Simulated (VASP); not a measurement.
A run of VASP 6.6.1 is set up as follows.

INCAR

```
PREC = Accurate
ENCUT = 520
EDIFF = 1E-6
ISMEAR = 0
SIGMA = 0.05
LREAL = False
LASPH = True
NELM = 80
ALGO = Normal
ISIF = 2
LWAVE = False
LCHARG = False
GGA = PE
NBANDS = 25
```

KPOINTS

```
Automatic mesh
0
Gamma
  6 6 8
```

Contents of POSCAR:

```
SiO2
1.0
    4.2361165343      0.0000000000      0.0000000000
    0.0000000000      4.2361165343      0.0000000000
    0.0000000000      0.0000000000      2.6904781063
Si O
2 4
Direct
    0.5000000000      0.5000000000      0.5464601439
    0.0000000000      0.0000000000      0.0464601439
    0.6930152167      0.6930152167     -0.0407785843
    0.1930152167      0.8069847833      0.4592214157
    0.3069847833      0.3069847833     -0.0407785843
    0.8069847833      0.1930152167      0.4592214157
```

Potentials or basis: VASP PAW PBE potentials, release 64 (Si, O).

Launch:

```bash
$ cat potpaw_PBE.64/Si/POTCAR potpaw_PBE.64/O/POTCAR > POTCAR
$ mpirun -np 1 vasp_std > vasp.out
```

Task: Predict the largest force.

Result: 5.553 eV/Å.

Task: Estimate the band gap on the k mesh.

Result: 4.75 eV, direct.

Forces on the atoms (eV/Å):
```
Si   0.000  0.000 -5.553
Si   0.000  0.000 -5.553
O    1.295  1.295  2.776
O    1.295 -1.295  2.776
O   -1.295 -1.295  2.776
O   -1.295  1.295  2.776
```

Caveat: the cell differs from its parent crystal (mode 13 (628.5 1/cm) frozen in, largest displacement +0.125 Å); forces of over 1 eV/Å act on the atoms, so gaps and moduli don't describe the material at rest. A k mesh can miss the band edges.
